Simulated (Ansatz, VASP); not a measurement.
## Two plane-wave programs on GaN

POSCAR

```
GaN
1.0
    2.9165468114      0.0000000000      0.0000000000
   -1.4582734057      2.5258036300      0.0000000000
    0.0000000000      0.0000000000      6.1743806693
Ga N
2 2
Direct
    0.3333333333      0.6666666667      0.9991101048
    0.6666666667      0.3333333333      0.4991101048
    0.3333333333      0.6666666667      0.3758898952
    0.6666666667      0.3333333333      0.8758898952
```

The input INCAR.step1:

```
ALGO     = Normal         # electronic algorithm
EDIFF    = 1E-4           # SCF threshold, eV
ENCUT    = 520            # plane-wave cutoff, eV
GGA      = PE             # functional
ISMEAR   = 0              # smearing method
LASPH    = True           # aspherical terms in the spheres
LCHARG   = False          # write CHGCAR
LREAL    = False          # projectors in reciprocal space
LWAVE    = True           # write WAVECAR
NBANDS   = 26             # bands
NELM     = 60             # most SCF steps
PREC     = Accurate       # precision mode
SIGMA    = 0.05           # smearing width, eV
```

Contents of INCAR.step2:

```
ALGO     = Normal         # electronic algorithm
EDIFF    = 1E-7           # SCF threshold, eV
ENCUT    = 520            # plane-wave cutoff, eV
ISIF     = 2              # what is computed and relaxed
ISMEAR   = 0              # smearing method
ISTART   = 1            
LASPH    = True           # aspherical terms in the spheres
LCHARG   = True           # write CHGCAR
LELF     = True           # ELF
LMIXTAU  = True         
LREAL    = False          # projectors in reciprocal space
LVHAR    = True         
LWAVE    = False          # write WAVECAR
METAGGA  = R2SCAN         # meta-GGA
NBANDS   = 26             # bands
NELM     = 60             # most SCF steps
PREC     = Accurate       # precision mode
SIGMA    = 0.05           # smearing width, eV
```

Contents of KPOINTS:

```
k-points
0
Gamma
  12 12 6
```

Input for Ansatz:

```yaml
crystal:
  lattice:
    - [2.9165468114, 0.0, 0.0]
    - [-1.4582734057, 2.52580363, 0.0]
    - [0.0, 0.0, 6.1743806693]
  atoms:
    - { symbol: Ga, position: [0.3333333333, 0.6666666667, 0.9991101048] }
    - { symbol: Ga, position: [0.6666666667, 0.3333333333, 0.4991101048] }
    - { symbol: "N", position: [0.3333333333, 0.6666666667, 0.3758898952] }
    - { symbol: "N", position: [0.6666666667, 0.3333333333, 0.8758898952] }
basis:
  ecutwfc: 500
kpoints:
  mp_grid: { grid: [12, 12, 6] }
hamiltonian:
  xc: r2scan
scf:
  occupations: { method: gaussian, width: 0.05 }
output:
  forces: true
  stress: true
  eigenvalues: true
```

Alike in both runs: task single point; functional r2SCAN; k mesh 12 × 12 × 6; occupations gaussian, width 0.05 eV; no spin polarisation.

|  | VASP | Ansatz |
| --- | --- | --- |
| version | VASP 6.6.1 | Ansatz 0.2.0 |
| potentials or method | VASP PAW PBE potentials, release 64 (Ga_d, N), cutoff 520 eV | scalar-relativistic, plane waves, PAW |
| valence electrons in the cell | 36 | 36 |

```csv
,VASP,Ansatz,Ansatz less VASP
gap on the k mesh at the Fermi level (eV),none,none,-
pressure (GPa),18.4,17.3,-1.09
"traceless stress, the component that is largest in VASP (GPa)",-55.96,-55.10,+0.861
rms of the force components (eV/Å),0.342,0.275,-0.0663
```

VASP's potentials were made for PBE, not for r2SCAN. Atom by atom the forces differ by 0.066 eV/Å (rms over components). A gap of «none» marks a metal or a gap that the smearing closes. The functional is the same, so the differences come from potentials, cutoffs and numerics.
